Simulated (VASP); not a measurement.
# In2GeS2 (P3m1) in VASP: notebook, part 2 of 2

VASP 6.6.1.

## (3) Single point, PBE

Input file INCAR:

```
ALGO     = Normal         # electronic algorithm
EDIFF    = 1E-6           # SCF threshold, eV
ENCUT    = 520            # plane-wave cutoff, eV
GGA      = PE             # functional
ISIF     = 2              # what is computed and relaxed
ISMEAR   = 0              # smearing method
LASPH    = T              # aspherical terms in the spheres
LCHARG   = F              # write CHGCAR
LREAL    = F              # projectors in reciprocal space
LWAVE    = F              # write WAVECAR
NBANDS   = 34             # bands
NELM     = 60             # most SCF steps
PREC     = Accurate       # precision mode
SIGMA    = 0.1            # smearing width, eV
```

Input file KPOINTS:

```
k-points
0
Gamma
  6 6 2
```

Input file POSCAR:

```
In2GeS2
1.0
    3.8132053541      0.0000000000      0.0000000000
   -1.9066026771      3.3023327065      0.0000000000
    0.0000000000      0.0000000000     10.0370153022
In Ge S
2 1 2
Direct
    0.6666666667      0.3333333333      0.8178321204
    0.6666666667      0.3333333333      0.1846496138
    0.0000000000      0.0000000000      0.4255452695
    0.0000000000      0.0000000000      0.0228206782
    0.3333333333      0.6666666667      0.5491523182
```

Potentials or basis: VASP PAW PBE potentials, release 64 (In_d, Ge_d, S).

The run is started by

```bash
$ cat potpaw_PBE.64/In_d/POTCAR potpaw_PBE.64/Ge_d/POTCAR potpaw_PBE.64/S/POTCAR > POTCAR
$ mpirun -np 1 vasp_std > vasp.out
```

Run time: 1.7 min. Hardware: 1 thread of Intel Xeon 8259CL, shared host; peak memory 0.26 GiB.

Results (log left out):

- Free energy: -19.1105 eV
- Pressure: -0.1 GPa
- Largest force: 0.077 eV/Å
- Band gap on the k mesh: zero (bands 26 and 27 overlap by 0.17 eV)

Forces on the atoms (eV/Å):
```
In   0.000  0.000 -0.011
In   0.000  0.000 -0.020
Ge   0.000  0.000 -0.077
S    0.000  0.000  0.056
S    0.000  0.000  0.053
```

Stress tensor (GPa, compression positive):
```
-0.33  0.00  0.00
 0.00 -0.33  0.00
 0.00  0.00  0.26
```

Levels at points of the mesh, in eV from the Fermi level:
```csv
k point,band 23,band 24,band 25,band 26,band 27,band 28,band 29,band 30
"(0.00, 0.00, 0.00)",-1.56,-1.56,-1.14,-0.66,1.52,2.60,2.60,3.58
"(0.50, 0.00, 0.00)",-2.84,-2.39,-2.05,-1.49,-0.13,1.45,2.60,2.61
"(0.00, 0.00, 0.50)",-2.36,-1.56,-1.56,0.04,1.43,2.60,2.60,3.76
"(0.50, 0.00, 0.50)",-3.33,-2.68,-2.41,-0.72,0.63,1.06,1.78,2.90
```

Caveat: spin-orbit coupling is left out, which moves the levels of the heavy elements.

## (4) Single point, PBE

This run uses another cell than the first one, of 25.50 Å³/atom.

Input file INCAR:

```
SYSTEM = In2GeS2
PREC = Accurate ; ENCUT = 520
EDIFF = 1E-6 ; ISMEAR = 0
SIGMA = 0.1 ; LREAL = .False.
LASPH = .True. ; NELM = 80
ALGO = Normal ; ISIF = 2
LWAVE = .False. ; LCHARG = .False.
GGA = PE ; NBANDS = 34
```

Input file KPOINTS:

```
Automatic mesh
0
Gamma
  12 12 4
  0 0 0
```

Input file POSCAR:

```
In2GeS2
1.0
    3.8286193522      0.0000000000      0.0000000000
   -1.9143096761      3.3156816204      0.0000000000
    0.0000000000      0.0000000000     10.0424947433
In Ge S
2 1 2
Direct
    0.6666666667      0.3333333333      0.8179939802
    0.6666666667      0.3333333333      0.1844630969
    0.0000000000      0.0000000000      0.4261238998
    0.0000000000      0.0000000000      0.0226324136
    0.3333333333      0.6666666667      0.5487866096
```

Potentials or basis: VASP PAW PBE potentials, release 64 (In_d, Ge_d, S).

The run is started by

```bash
$ cat potpaw_PBE.64/In_d/POTCAR potpaw_PBE.64/Ge_d/POTCAR potpaw_PBE.64/S/POTCAR > POTCAR
$ mpirun -np 1 vasp_std > vasp.out
```

OUTCAR:

```text
SYSTEM = In2GeS2
   PREC = Accurate
   ENCUT = 520
   EDIFF = 1E-6
   ISMEAR = 0
   LREAL = .False.
   LASPH = .True.
   NELM = 80
   ISIF = 2
   GGA = PE

 ion  position               nearest neighbor table
   1  0.667  0.333  0.818-   4 3.02   4 3.02   4 3.02   2 3.68
   2  0.667  0.333  0.184-   4 2.74   4 2.74   4 2.74   3 3.28   3 3.28   3 3.28   1 3.68
   3  0.000  0.000  0.426-   5 2.53   5 2.53   5 2.53   2 3.28   2 3.28   2 3.28
   4  0.000  0.000  0.023-   2 2.74   2 2.74   2 2.74   1 3.02   1 3.02   1 3.02
   5  0.333  0.667  0.549-   3 2.53   3 2.53   3 2.53

  LATTYP: Found a hexagonal cell.
[... 1091 lines left out ...]
  -------------------------------------------------------------------------------------
  Total       -0.0521297     -0.0521297     -0.0414582      0.0000000      0.0000000      0.0000000
  in kB       -0.6551479     -0.6551479     -0.5210320      0.0000000      0.0000000      0.0000000
  external PRESSURE =      -0.6104426 kB  Pullay stress =       0.0000000 kB

 VOLUME and BASIS-vectors are now :
 -----------------------------------------------------------------------------
  energy-cutoff  :      520.00
  volume of cell :      127.48
      direct lattice vectors                 reciprocal lattice vectors
     3.828619352  0.000000000  0.000000000     0.261190760  0.150798556  0.000000000
    -1.914309676  3.315681620  0.000000000     0.000000000  0.301597112  0.000000000
     0.000000000  0.000000000 10.042494743     0.000000000  0.000000000  0.099576851

 POSITION                                       TOTAL-FORCE (eV/Angst)
 -----------------------------------------------------------------------------------
      1.91431      1.10523      8.21470         0.000000     -0.000000      0.001679
      1.91431      1.10523      1.85247        -0.000000     -0.000000      0.004397
      0.00000      0.00000      4.27935         0.000000      0.000000      0.003255
      0.00000      0.00000      0.22729        -0.000000     -0.000000     -0.006177
     -0.00000      2.21045      5.51119        -0.000000      0.000000     -0.003153
 -----------------------------------------------------------------------------------
    total drift:                                0.000001     -0.000000      0.001108

  FREE ENERGIE OF THE ION-ELECTRON SYSTEM (eV)
  ---------------------------------------------------
  free  energy   TOTEN  =       -19.1036649903 eV

  energy  without entropy=      -19.0996762317  energy(sigma->0) =      -19.10167061
```

OSZICAR:

```text
N       E                     dE             d eps       ncg     rms          rms(c)
DAV:   1     0.493959133697E+03    0.49396E+03   -0.24438E+04  5360   0.249E+03
DAV:   2     0.642787927154E+02   -0.42968E+03   -0.41596E+03  4748   0.645E+02
DAV:   3    -0.143633703509E+02   -0.78642E+02   -0.76498E+02  5630   0.200E+02
DAV:   4    -0.196915221502E+02   -0.53282E+01   -0.52923E+01  5636   0.551E+01
DAV:   5    -0.198770665820E+02   -0.18554E+00   -0.18536E+00  6440   0.103E+01    0.917E+00
DAV:   6    -0.191025186079E+02    0.77455E+00   -0.14896E+00  7078   0.125E+01    0.577E+00
DAV:   7    -0.191102747723E+02   -0.77562E-02   -0.79952E-01  6716   0.464E+00    0.204E+00
DAV:   8    -0.191029101107E+02    0.73647E-02   -0.81108E-02  6358   0.199E+00    0.971E-01
DAV:   9    -0.191033659796E+02   -0.45587E-03   -0.11540E-02  6512   0.788E-01    0.322E-01
DAV:  10    -0.191035440203E+02   -0.17804E-03   -0.11948E-03  7434   0.217E-01    0.204E-01
DAV:  11    -0.191036677620E+02   -0.12374E-03   -0.32930E-04  6064   0.138E-01    0.407E-02
DAV:  12    -0.191036592152E+02    0.85469E-05   -0.55896E-05  7178   0.687E-02    0.244E-02
DAV:  13    -0.191036628992E+02   -0.36840E-05   -0.12502E-05  5192   0.208E-02    0.129E-02
DAV:  14    -0.191036645914E+02   -0.16922E-05   -0.20041E-06  4322   0.151E-02    0.109E-02
DAV:  15    -0.191036649903E+02   -0.39891E-06   -0.83255E-07  3120   0.841E-03
   1 F= -.19103665E+02 E0= -.19101671E+02  d E =-.398876E-02
```

Run time: 7.1 min. Hardware: 1 thread of Intel Xeon 8259CL, shared host; peak memory 0.43 GiB.

Results:

```yaml
Free_energy: -19.1037 eV
Pressure: -0.1 GPa
Largest_force: 0.006 eV/Å
Band_gap_on_the_k_mesh: zero (bands 26 and 27 overlap by 0.31 eV)
```

Forces in eV/Å, atoms in the order of the input:
```
In   0.000  0.000  0.002
In   0.000  0.000  0.004
Ge   0.000  0.000  0.003
S    0.000  0.000 -0.006
S    0.000  0.000 -0.003
```

Caveat: spin-orbit coupling is left out, which moves the levels of the heavy elements.

## (5) Summary

| task | cell | k mesh | cutoff (eV) | gap on the mesh (eV) | pressure (GPa) | largest force (eV/Å) |
| --- | --- | --- | --- | --- | --- | --- |
| relaxation of cell and atoms | relaxed from a = 3.813, b = 3.813, c = 10.037 Å, angles 90.0, 90.0, 120.0°, 5 atoms | 12 × 12 × 4 | 600 | none | 0.0 | 0.01 |
| single point | a = 3.813, b = 3.813, c = 10.037 Å, angles 90.0, 90.0, 120.0°, 5 atoms | 6 × 6 × 2 | 520 | none | -0.1 | 0.08 |
| single point | a = 3.829, b = 3.829, c = 10.042 Å, angles 90.0, 90.0, 120.0°, 5 atoms | 12 × 12 × 4 | 520 | none | -0.1 | 0.01 |

Alike in all rows: level PBE; potentials or basis VASP PAW PBE potentials, release 64 (In_d, Ge_d, S); no spin polarisation; smearing gaussian 0.1 eV.

Caveats: spin-orbit coupling is left out, which moves the levels of the heavy elements.

Absolute energies hang on the potentials; compare differences alone.
